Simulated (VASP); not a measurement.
# SiGe2C2: single point with PBE

SiGe2C2:

```xyz
5
Lattice="4.9076 0.0000 0.0000 0.0000 4.9076 0.0000 0.0000 0.0000 3.4439" Properties=species:S:1:pos:R:3 pbc="T T T"
Si    2.4538    2.4538    1.7220
Ge    0.0000    2.4538    1.7220
Ge    2.4538    0.0000    1.7220
C     0.0000    0.0000    0.0000
C     2.4538    2.4538    0.0000
```

The cell was built from a structure type or drawn by symmetry, and may not be a known phase.

* Program: VASP 6.6.1
* Task: single point
* Functional: PBE
* Potentials or basis: VASP PAW PBE potentials, release 64 (Si, Ge_d, C)
* Cutoff: 520 eV
* k mesh: 4 × 4 × 4
* Occupations: gaussian, width 0.1 eV
* Spin: no spin polarisation

```
Pressure               : 0.0 GPa
Band gap on the k mesh : zero (bands 20 and 21 overlap by 1.70 eV)
```

Stress tensor (GPa, compression positive):
```
 0.03  0.00  0.00
 0.00  0.03  0.00
 0.00  0.00 -0.14
```

Levels at points of the mesh, in eV from the Fermi level:
```
           k point  band 16  band 17  band 18  band 19  band 20  band 21  band 22  band 23  band 24  band 25
(0.00, 0.00, 0.00)    -5.87    -5.47    -1.24    -1.24     0.44     1.34     2.85     2.85     4.58     4.59
(0.50, 0.00, 0.00)    -5.39    -2.41    -1.65    -0.78     0.40     0.49     1.75     2.98     3.86     3.89
(0.50, 0.50, 0.00)    -2.85    -0.86    -0.86    -0.06     0.78     0.78     0.87     1.20     3.10     3.10
(0.00, 0.00, 0.50)    -3.76    -3.76    -2.20    -2.20    -0.50    -0.02     0.15     0.33     0.33     2.38
(0.50, 0.00, 0.50)    -3.39    -3.07    -2.23    -1.88    -1.56    -0.23     0.58     0.93     2.36     2.65
(0.50, 0.50, 0.50)    -4.11    -4.11    -3.57     0.36     0.41     0.41     1.98     3.34     3.73     3.73
```

Run time: 62 s on 1 thread of Intel(R) Xeon(R) Platinum 8259CL CPU @ 2.50GHz (Skylake/Cascade Lake), with other jobs on the host, peak memory 0.2 GiB.

Caveat: the k points lie up to 0.46 Å⁻¹ apart, too coarse for converged energies and pressures of a metal.
